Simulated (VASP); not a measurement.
Write the native input for VASP 6.6.1 that does the following.

| Property | Result |
| --- | --- |
| Task | electric field gradients |
| Functional | PBEsol |
| Potentials or basis | VASP PAW PBE potentials, release 64 (Cd) |
| Cutoff | 520 eV |
| k mesh | 14 × 14 × 7 |
| Occupations | fermi-dirac, width 0.05 eV |
| Spin | no spin polarisation |
| Dipole correction | no |
| Further INCAR settings | ALGO = Normal; EDIFF = 1e-08; NBANDS = 19 |

The structure of Cd lies in POSCAR:

```
Cd
1.0
    2.9887691672      0.0000000000      0.0000000000
   -1.4943845836      2.5883500248      0.0000000000
    0.0000000000      0.0000000000      5.6363134261
Cd
2
Direct
    0.3333333333      0.6666666667      0.2500000000
    0.6666666667      0.3333333333      0.7500000000
```

This cell differs from its parent crystal: volume scaled by 1.01.

The input as run:

INCAR

```
PREC = Accurate
ENCUT = 520
EDIFF = 1E-8
ISMEAR = -1
SIGMA = 0.05
LREAL = False
LASPH = True
NELM = 100
ALGO = Normal
ISIF = 2
LWAVE = False
LCHARG = False
GGA = PS
LEFG = True
NBANDS = 19
```

KPOINTS

```
regular mesh
0
Gamma
  14 14 7
```

Potentials or basis: VASP PAW PBE potentials, release 64 (Cd).

Launch:

```console
$ cat potpaw_PBE.64/Cd/POTCAR > POTCAR
$ mpirun -np 1 vasp_std > vasp.out
```

It gave:

* Pressure: -1.6 GPa
* Band gap on the k mesh: zero (band 12 reaches 4.00 eV, above the bottom of band 13 at -0.30 eV)

Caveat: without QUAD_EFG the Cq values of the log hold for a quadrupole moment of 1 mb, not for the nuclei; the PAW data sets were made with another functional, which shifts forces and pressure a little.

Run time: 31 s on 1 thread of Intel(R) Xeon(R) Platinum 8488C (Sapphire Rapids), with other jobs on the host, peak memory 0.2 GiB.
